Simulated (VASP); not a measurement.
A run of VASP 6.6.1 is set up as follows.

INCAR

```
SYSTEM = H11C8
PREC = Accurate ; ENCUT = 520
EDIFF = 1E-7 ; ISMEAR = 0
SIGMA = 0.1 ; LREAL = Auto
LASPH = .TRUE. ; NELM = 60
ALGO = Normal ; ISIF = 2
LWAVE = .FALSE. ; LCHARG = .TRUE.
GGA = PE ; LELF = .TRUE.
LVHAR = .TRUE. ; NBANDS = 36
```

KPOINTS

```
Automatic mesh
0
G
  3 3 2
  0 0 0
```

POSCAR

```
H11C8
1.0
    3.6316850000      3.2747500000      0.0000000000
    3.6316850000     -3.2747500000      0.0000000000
    1.5866040000      0.0000000000     -8.1218800000
C H
8 11
Direct
    0.0833026512      0.0867056591      0.4627615774
    0.9326954219      0.9066387764      0.0457433501
    0.2699872672      0.2767612195      0.3636047319
    0.7429272030      0.7359886580      0.1289089472
    0.1051027458      0.0634241444      0.9693788876
    0.9259888553      0.9270674109      0.5434672760
    0.2831904522      0.2603740540      0.8713667279
    0.7367171528      0.7349661794      0.6380991839
    0.2691651331      0.2649620642      0.2321330776
    0.6645027517      0.7497886514      0.2577537467
    0.4847338203      0.2268316904      0.3908077933
    0.6721402361      0.5734691925      0.0714676897
    0.2074271478      0.4927567150      0.3846667274
    0.2701979068      0.2626550409      0.7396022842
    0.7359950084      0.7351280720      0.7709103065
    0.5022427725      0.2084475209      0.8901746886
    0.7958061539      0.5216246134      0.6104827946
    0.5227851975      0.7911064434      0.6107954070
    0.2244758791      0.4716495565      0.9032485090
```

Potentials or basis: VASP PAW PBE potentials, release 64 (C, H).

Launch:

```sh
$ cat potpaw_PBE.64/C/POTCAR potpaw_PBE.64/H/POTCAR > POTCAR
$ mpirun -np 1 vasp_std > vasp.out
```

Q: What does it give for the band gap on the k mesh?

A: Zero (an odd number of electrons rules out a gap without spin polarisation).

Q: What does it give for the pressure?

A: 0.4 GPa.

Q: Estimate the largest force.

A: 0.069 eV/Å.

Stress tensor (GPa, compression positive):
```
 0.30 -0.29  0.18
-0.29  0.19  0.07
 0.18  0.07  0.83
```

Caveat: the k points lie up to 0.43 Å⁻¹ apart, too coarse for converged energies and pressures of a metal.
